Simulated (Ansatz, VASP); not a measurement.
**B2C in VASP and in Ansatz**

```
B C
1.0
     0.00000    2.13093    2.13093
     2.13093    0.00000    2.13093
     2.13093    2.13093    0.00000
B C
2 1
Direct
  0.50000 0.50000 0.50000
  0.75000 0.75000 0.75000
  0.25000 0.25000 0.25000
```

Alike in both runs: functional PBE; k mesh 7 × 7 × 7; occupations gaussian, width 0.2 eV; no spin polarisation.

Ansatz relaxed the structure, and its values are those at the end. VASP's run is a single point on that final structure, the one shown.

```csv
,VASP,Ansatz
version,VASP 6.6.1,Ansatz 0.2.0
potentials or method,"VASP PAW PBE potentials, release 64 (B, C), cutoff 600 eV","scalar-relativistic, plane waves, PAW"
valence electrons in the cell,10,10
```

Ansatz gave:

| Item | Value |
| --- | --- |
| gap on the k mesh at the Fermi level (eV) | none |
| pressure (GPa) | -0.3 |

Question: Estimate VASP's values.

Answer: gap on the k mesh at the Fermi level (eV): none; pressure (GPa): -0.5.

A gap of «none» marks a metal or a gap that the smearing closes.

The k mesh is coarse, so the values compare programs but aren't converged.
